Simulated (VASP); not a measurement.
Wanted: the native input for a VASP 6.6.1 run.

| Property | Result |
| --- | --- |
| Task | single point |
| Functional | PBE |
| Potentials or basis | VASP PAW PBE potentials, release 64 (Os, N) |
| Cutoff | 520 eV |
| k mesh | 6 × 6 × 4 |
| Occupations | gaussian, width 0.1 eV |
| Spin | no spin polarisation |
| Dipole correction | no |
| Further INCAR settings | ALGO = Normal; EDIFF = 1e-06; NBANDS = 39 |

The structure of Os3N lies in POSCAR:

```
Os3N
1.0
    6.7876553950      0.0000000000      0.0000000000
   -3.3938276975      5.8782820041      0.0000000000
    0.0000000000      0.0000000000      2.6867198859
Os N
6 2
Direct
    0.8102700677      0.6205401354      0.2500000000
    0.1897299323      0.8102700677      0.7500000000
    0.3794598646      0.1897299323      0.2500000000
    0.1897299323      0.3794598646      0.7500000000
    0.8102700677      0.1897299323      0.2500000000
    0.6205401354      0.8102700677      0.7500000000
    0.3333333333      0.6666666667      0.2500000000
    0.6666666667      0.3333333333      0.7500000000
```

The input as run:

INCAR

```
PREC = Accurate
ENCUT = 520
EDIFF = 1E-6
ISMEAR = 0
SIGMA = 0.1
LREAL = F
LASPH = T
NELM = 80
ALGO = Normal
ISIF = 2
LWAVE = F
LCHARG = F
GGA = PE
NBANDS = 39
```

KPOINTS

```
Automatic mesh
0
Gamma
  6 6 4
```

Potentials or basis: VASP PAW PBE potentials, release 64 (Os, N).

Command:

```bash
$ cat potpaw_PBE.64/Os/POTCAR potpaw_PBE.64/N/POTCAR > POTCAR
$ mpirun -np 1 vasp_std > vasp.out
```

It gave:

```json
{
  "Pressure": "0.6 GPa",
  "Largest force": "0.126 eV/Å",
  "Band gap on the k mesh": "zero (bands 29 and 30 overlap by 1.60 eV)"
}
```

Caveat: the k points lie up to 0.58 Å⁻¹ apart, too coarse for converged energies and pressures of a metal; spin-orbit coupling is left out, which moves the levels of the heavy elements.

Run time: 2.5 min on 1 thread of Oxide Virtual Turin-like Processor, on a shared host, peak memory 0.21 GiB.
